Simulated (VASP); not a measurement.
# TeAs (P6_3/mmc) in VASP: single point with LDA

Aim: the single point of TeAs with LDA.

Everything below comes from runs of VASP 6.6.1. Logs are shortened: lines on timing, memory, paths and dates and some standing lists are left out, and cuts for length are marked.

**1. The cell of the first run**

It takes space group P6_3/mmc (No. 194, hexagonal). Conventional cell: a = 4.774 Å, b = 4.774 Å, c = 6.095 Å, α = 90.00°, β = 90.00°, γ = 120.00°. Within 3.6 Å of Te (site symmetry -6m2) lie 5 As at 2.76 to 3.05 Å. As (site symmetry -6m2) has 5 Te at 2.76 to 3.05 Å within 3.6 Å.

**2. Single point, LDA**

Input file INCAR:

```
PREC = Accurate ; ENCUT = 520
EDIFF = 1E-6 ; ISMEAR = -1
SIGMA = 0.02 ; LREAL = False
LASPH = True ; NELM = 80
ALGO = Normal ; ISIF = 2
LWAVE = False ; LCHARG = False
GGA = CA ; NBANDS = 19
```

Input file KPOINTS:

```
Automatic mesh
0
Gamma
  6 6 3
```

Input file POSCAR:

```
TeAs
1.0
    4.7737347778      0.0000000000      0.0000000000
   -2.3868673889      4.1341755885      0.0000000000
    0.0000000000      0.0000000000      6.0953007872
Te As
2 2
Direct
    0.3333333333      0.6666666667     -0.0624964888
    0.6666666667      0.3333333333      0.4375035112
    0.3333333333      0.6666666667      0.4374964888
    0.6666666667      0.3333333333      0.9374964888
```

Potentials or basis: VASP PAW LDA potentials, release 64 (Te, As).

On the command line:

```bash
$ cat potpaw_LDA.64/Te/POTCAR potpaw_LDA.64/As/POTCAR > POTCAR
$ mpirun -np 1 vasp_std > vasp.out
```

OUTCAR:

```text
PREC = Accurate
   ENCUT = 520
   EDIFF = 1E-6
   ISMEAR = -1
   LREAL = False
   LASPH = True
   NELM = 80
   ISIF = 2
   GGA = CA

 ion  position               nearest neighbor table
   1  0.333  0.667  0.938-   4 2.76   4 2.76   4 2.76   3 3.05   3 3.05
   2  0.667  0.333  0.438-   3 2.76   3 2.76   3 2.76   4 3.05   4 3.05
   3  0.333  0.667  0.437-   2 2.76   2 2.76   2 2.76   1 3.05   1 3.05
   4  0.667  0.333  0.937-   1 2.76   1 2.76   1 2.76   2 3.05   2 3.05

  LATTYP: Found a hexagonal cell.
 ALAT       =     4.7737347778
 C/A-ratio  =     1.2768411047

  Lattice vectors:

 A1 = (   4.7737347778,   0.0000000000,   0.0000000000)
 A2 = (  -2.3868673889,   4.1341755885,   0.0000000000)
 A3 = (   0.0000000000,   0.0000000000,   6.0953007872)

Analysis of symmetry for initial positions (statically):
=====================================================================
 Subroutine PRICEL returns:
 Original cell was already a primitive cell.

 Routine SETGRP: Setting up the symmetry group for a
 hexagonal supercell.

 Subroutine GETGRP returns: Found 12 space group operations
 (whereof  6 operations were pure point group operations)
 out of a pool of 24 trial point group operations.

The static configuration has the point symmetry C_3v.
 The point group associated with its full space group is C_6v.

Analysis of symmetry for dynamics (positions and initial velocities):
=====================================================================
 Subroutine PRICEL returns:
 Original cell was already a primitive cell.

 Routine SETGRP: Setting up the symmetry group for a
 hexagonal supercell.

 Subroutine GETGRP returns: Found 12 space group operations
 (whereof  6 operations were pure point group operations)
 out of a pool of 24 trial point group operations.

The dynamic configuration has the point symmetry C_3v.
 The point group associated with its full space group is C_6v.

 Subroutine INISYM returns: Found 12 space group operations
 (whereof  6 operations are pure point group operations),
 and found     1 'primitive' translations

----------------------------------------------------------------------------------------

                                     Primitive cell

  volume of cell :     120.2936

  direct lattice vectors                    reciprocal lattice vectors
     4.773734778  0.000000000  0.000000000     0.209479589  0.120943097  0.000000000
    -2.386867389  4.134175588  0.000000000     0.000000000  0.241886194  0.000000000
     0.000000000  0.000000000  6.095300787     0.000000000  0.000000000  0.164060813

  length of vectors
     4.773734778  4.773734778  6.095300787     0.241886194  0.241886194  0.164060813

  position of ions in fractional coordinates (direct lattice)
     0.333333333  0.666666667  0.937503511
     0.666666667  0.333333333  0.437503511
     0.333333333  0.666666667  0.437496489
     0.666666667  0.333333333  0.937496489

  ion indices of the primitive-cell ions
   primitive index   ion index
                 1           1
                 2           2
                 3           3
                 4           4

----------------------------------------------------------------------------------------

 KPOINTS: Automatic mesh

Automatic generation of k-mesh.
 Grid dimensions read from file:
 generate k-points for:    6    6    3

 Generating k-lattice:

  Cartesian coordinates                     Fractional coordinates (reciprocal lattice)
     0.034913265  0.020157183  0.000000000     0.166666667  0.000000000  0.000000000
     0.000000000  0.040314366  0.000000000     0.000000000  0.166666667  0.000000000
     0.000000000  0.000000000  0.054686938     0.000000000  0.000000000  0.333333333

  Length of vectors
     0.040314366  0.040314366  0.054686938

  Shift w.r.t. Gamma in fractional coordinates (k-lattice)
     0.000000000  0.000000000  0.000000000

 Subroutine IBZKPT returns following result:
 ===========================================

 Found     14 irreducible k-points:

 Following reciprocal coordinates:
            Coordinates               Weight
  0.000000  0.000000  0.000000      1.000000
  0.166667  0.000000  0.000000      6.000000
  0.333333 -0.000000  0.000000      6.000000
  0.500000 -0.000000  0.000000      3.000000
  0.166667  0.166667  0.000000      6.000000
  0.333333  0.166667  0.000000     12.000000
  0.333333  0.333333  0.000000      2.000000
  0.000000  0.000000  0.333333      2.000000
  0.166667  0.000000  0.333333     12.000000
  0.333333 -0.000000  0.333333     12.000000
  0.500000 -0.000000  0.333333      6.000000
  0.166667  0.166667  0.333333     12.000000
  0.333333  0.166667  0.333333     24.000000
  0.333333  0.333333  0.333333      4.000000
   k-points           NKPTS =     14   k-points in BZ     NKDIM =     14   number of bands    NBANDS=     19
   number of dos      NEDOS =    301   number of ions     NIONS =      4
   total plane-waves  NPLWV =  62208
   dimension x,y,z NGX =    36 NGY =   36 NGZ =   48
   dimension x,y,z NGXF=    72 NGYF=   72 NGZF=   96
   ions per type =               2   2
   NGX,Y,Z   is equivalent  to a cutoff of  12.54, 12.54, 13.09 a.u.
   NGXF,Y,Z  is equivalent  to a cutoff of  25.07, 25.07, 26.18 a.u.
 SYSTEM =  unknown system
   PREC   = accura    normal or accurate (medium, high low for compatibility)
   ISTART =      0    job   : 0-new  1-cont  2-samecut
   ICHARG =      2    charge: 1-file 2-atom 10-const
   ISPIN  =      1    spin polarized calculation?
   LNONCOLLINEAR =      F non collinear calculations
   LSORBIT =      F    spin-orbit coupling
   LASPH  =      T    aspherical Exc in radial PAW
   ENCUT  =  520.0 eV  38.22 Ry    6.18 a.u.   8.88  8.88 11.33*2*pi/ulx,y,z
   NELM   =     80;   NELMIN=  2; NELMDL= -5     # of ELM steps
   EDIFF  = 0.1E-05   stopping-criterion for ELM
   LREAL  =      F    real-space projection
   EDIFFG = 0.1E-04   stopping-criterion for IOM
   NSW    =      0    number of steps for IOM
   IBRION =     -1    ionic relax: 0-MD 1-quasi-New 2-CG
   NFREE  =      0    steps in history (QN), initial steepest desc. (CG)
   ISIF   =      2    stress and relaxation
   ISYM   =      2    0-nonsym 1-usesym 2-fastsym
   POTIM  = 0.5000    time-step for ionic-motion
   TEBEG  =    0.0;   TEEND  =   0.0 temperature during run
   PSTRESS=    0.0 pullay stress
   NELECT =      22.0000    total number of electrons
   NUPDOWN=      -1.0000    fix difference up-down
   EMIN   =  10.00;   EMAX   =-10.00  energy-range for DOS
   EFERMI =   0.00;   METHOD = LEGACY
   ISMEAR =    -1;   SIGMA  =   0.02  broadening in eV -4-tet -1-fermi 0-gaus
   EFERMI_NEDOS =   21; number of points for ismear=-14 and -15
   IALGO  =     38    algorithm
   IMIX   =      4    mixing-type and parameters
     AMIX     =   0.40;   BMIX     =  1.00
     AMIX_MAG =   1.60;   BMIX_MAG =  1.00
  volume/ion in A,a.u.               =      30.07       202.95
  Fermi-wavevector in a.u.,A,eV,Ry     =   0.929255  1.756037 11.748835  0.863515
  Thomas-Fermi vector in A             =   2.055518
   LORBIT       =      0    0 simple, 1 ext, 2 COOP (PROOUT), +10 PAW based schemes
   GGA     = CA    functional components
   LHFCALC =     F    Hartree Fock is set to
   AEXX    =    0.0000 exact exchange contribution
   IVDW    =     0    specifies the selected vdW correction
   LEPSILON=     F    determine dielectric tensor
   LRPA    =     F    only Hartree local field effects (RPA)
 non-spin polarized calculation
  energy-cutoff  :      520.00
  volume of cell :      120.29
 maximum number of plane-waves:      3250
 NGX is ok and might be reduce to    36
   NGX = 17   NGY = 17   NGZ = 23

 number of electron      22.0000004 magnetization

 Free energy of the ion-electron system (eV)
  ---------------------------------------------------
  ext. energy  EPLUGINS =         0.00000000
  ---------------------------------------------------
  free energy    TOTEN  =       -16.99735860 eV

  energy without entropy =      -16.99473970  energy(sigma->0) =      -16.99604915

 E-fermi :   4.9526     XC(G=0):  -9.1614

 val. band max:        4.9098253406   @ k =   0.1667   0.1667   0.3333
 cond. band min:       5.1881620510   @ k =   0.1667   0.0000   0.0000
 fundamental gap:      0.2783367104
 Fermi energy:         4.9525516747

 k-point     1 :       0.0000    0.0000    0.0000
  band No.  band energies     occupation
      1      -9.2589      2.00000
      2      -7.3706      2.00000
      3      -4.0873      2.00000
      4      -1.9842      2.00000
      5      -1.1999      2.00000
      6       0.3502      2.00000
[... 11 lines left out ...]
     18       9.9162      0.00000
     19      10.3100      0.00000

 k-point     2 :       0.1667    0.0000    0.0000
  band No.  band energies     occupation
      1      -9.0764      2.00000
      2      -7.1939      2.00000
      3      -4.7382      2.00000
      4      -2.7231      2.00000
      5      -1.0243      2.00000
      6       0.1035      2.00000
[... 11 lines left out ...]
     18       9.8356      0.00000
     19       9.9863      0.00000

 k-point     3 :       0.3333   -0.0000    0.0000
  band No.  band energies     occupation
      1      -8.5712      2.00000
      2      -6.7484      2.00000
      3      -5.8710      2.00000
      4      -3.9916      2.00000
      5      -0.5425      2.00000
      6      -0.2835      2.00000
[... 11 lines left out ...]
     18       9.2753      0.00000
     19      10.8561      0.00000

 k-point     4 :       0.5000   -0.0000    0.0000
  band No.  band energies     occupation
      1      -8.1158      2.00000
      2      -6.8273      2.00000
      3      -6.0640      2.00000
      4      -4.7454      2.00000
      5      -0.4439      2.00000
      6      -0.1129      2.00000
[... 11 lines left out ...]
     18       9.1935      0.00000
     19       9.7216      0.00000

 k-point     5 :       0.1667    0.1667    0.0000
  band No.  band energies     occupation
      1      -8.7264      2.00000
      2      -6.8705      2.00000
      3      -5.5897      2.00000
      4      -3.6626      2.00000
      5      -0.6900      2.00000
      6      -0.3929      2.00000
[... 11 lines left out ...]
     18      10.5021      0.00000
     19      10.7918      0.00000

 k-point     6 :       0.3333    0.1667    0.0000
  band No.  band energies     occupation
      1      -8.1300      2.00000
      2      -6.8002      2.00000
      3      -6.0683      2.00000
      4      -4.7097      2.00000
      5      -0.8308      2.00000
      6      -0.1282      2.00000
[... 11 lines left out ...]
     18       9.8325      0.00000
     19      10.6391      0.00000

 k-point     7 :       0.3333    0.3333    0.0000
  band No.  band energies     occupation
      1      -7.4807      2.00000
      2      -7.4807      2.00000
      3      -5.4809      2.00000
      4      -5.4809      2.00000
      5      -1.1629      2.00000
      6       0.4707      2.00000
[... 11 lines left out ...]
     18      10.7140      0.00000
     19      11.0253      0.00000

 k-point     8 :       0.0000    0.0000    0.3333
  band No.  band energies     occupation
      1      -8.9098      2.00000
      2      -8.0125      2.00000
      3      -3.7266      2.00000
      4      -2.7496      2.00000
      5       0.3249      2.00000
      6       0.6578      2.00000
[... 11 lines left out ...]
     18      10.6097      0.00000
     19      11.1960      0.00000

 k-point     9 :       0.1667    0.0000    0.3333
  band No.  band energies     occupation
      1      -8.7278      2.00000
      2      -7.8324      2.00000
      3      -4.3878      2.00000
      4      -3.4425      2.00000
      5       0.4152      2.00000
      6       0.4997      2.00000
[... 11 lines left out ...]
     18      10.8409      0.00000
     19      10.9973      0.00000

 k-point    10 :       0.3333   -0.0000    0.3333
  band No.  band energies     occupation
      1      -8.2246      2.00000
      2      -7.3424      2.00000
      3      -5.5728      2.00000
      4      -4.6691      2.00000
      5       0.0327      2.00000
      6       0.8004      2.00000
[... 11 lines left out ...]
     18      10.5326      0.00000
     19      11.2653      0.00000

 k-point    11 :       0.5000   -0.0000    0.3333
  band No.  band energies     occupation
      1      -7.7736      2.00000
      2      -6.9586      2.00000
      3      -6.2324      2.00000
      4      -5.4058      2.00000
      5      -0.1262      2.00000
      6       0.6460      2.00000
[... 11 lines left out ...]
     18      10.1049      0.00000
     19      10.1662      0.00000

 k-point    12 :       0.1667    0.1667    0.3333
  band No.  band energies     occupation
      1      -8.3790      2.00000
      2      -7.4906      2.00000
      3      -5.2638      2.00000
      4      -4.3484      2.00000
      5      -0.0716      2.00000
      6       0.7134      2.00000
[... 11 lines left out ...]
     18      11.1603      0.00000
     19      11.8559      0.00000

 k-point    13 :       0.3333    0.1667    0.3333
  band No.  band energies     occupation
      1      -7.7875      2.00000
      2      -6.9654      2.00000
      3      -6.2031      2.00000
      4      -5.3701      2.00000
      5      -0.5029      2.00000
      6       0.3047      2.00000
[... 11 lines left out ...]
     18       9.7670      0.00000
     19      11.1646      0.00000

 k-point    14 :       0.3333    0.3333    0.3333
  band No.  band energies     occupation
      1      -7.1651      2.00000
      2      -7.1651      2.00000
      3      -6.1038      2.00000
      4      -6.1038      2.00000
      5      -0.8299      2.00000
      6      -0.0047      2.00000
[... 11 lines left out ...]
     18      10.2973      0.00000
     19      10.4047      0.00000

------------------------ aborting loop because EDIFF is reached ----------------------------------------

  FORCE on cell =-STRESS in cart. coord.  units (eV):
  Direction    XX          YY          ZZ          XY          YZ          ZX
  --------------------------------------------------------------------------------------
  -------------------------------------------------------------------------------------
  Total        0.1517358      0.1517358      0.0535764     -0.0000000      0.0000000      0.0000000
  in kB        2.0209540      2.0209540      0.7135790     -0.0000000      0.0000000      0.0000000
  external PRESSURE =       1.5851624 kB  Pullay stress =       0.0000000 kB

 VOLUME and BASIS-vectors are now :
 -----------------------------------------------------------------------------
  energy-cutoff  :      520.00
  volume of cell :      120.29
      direct lattice vectors                 reciprocal lattice vectors
     4.773734778  0.000000000  0.000000000     0.209479589  0.120943097  0.000000000
    -2.386867389  4.134175588  0.000000000     0.000000000  0.241886194  0.000000000
     0.000000000  0.000000000  6.095300787     0.000000000  0.000000000  0.164060813

 POSITION                                       TOTAL-FORCE (eV/Angst)
 -----------------------------------------------------------------------------------
     -0.00000      2.75612      5.71437         0.000000      0.000000     -0.000192
      2.38687      1.37806      2.66672        -0.000000     -0.000000     -0.000192
     -0.00000      2.75612      2.66667        -0.000000     -0.000000      0.000192
      2.38687      1.37806      5.71432         0.000000     -0.000000      0.000192
 -----------------------------------------------------------------------------------
    total drift:                               -0.000000      0.000000      0.000001

  FREE ENERGIE OF THE ION-ELECTRON SYSTEM (eV)
  ---------------------------------------------------
  free  energy   TOTEN  =       -16.9973586043 eV

  energy  without entropy=      -16.9947397039  energy(sigma->0) =      -16.99604915
```

Wall time 40 s (1 thread of Intel Xeon 8259CL, shared host); peak memory 0.21 GiB.

What came out:

```
Free energy            : -16.9974 eV
Pressure               : 0.2 GPa
Band gap on the k mesh : zero (band 11 reaches 6.48 eV, above the bottom of band 12 at 4.55 eV)
```

Stress tensor (GPa, compression positive):
```
0.20 0.00 0.00
0.00 0.20 0.00
0.00 0.00 0.07
```

Levels at points of the mesh, in eV from the Fermi level:
| k point | band 8 | band 9 | band 10 | band 11 | band 12 | band 13 | band 14 | band 15 |
| --- | --- | --- | --- | --- | --- | --- | --- | --- |
| (0.00, 0.00, 0.00) | -3.09 | -3.09 | -1.94 | -0.40 | -0.40 | 1.44 | 1.44 | 1.63 |
| (0.50, 0.00, 0.00) | -3.81 | -3.51 | -1.55 | 1.53 | 2.61 | 2.70 | 3.18 | 3.75 |

Caveat: spin-orbit coupling is left out, which moves the levels of the heavy elements.
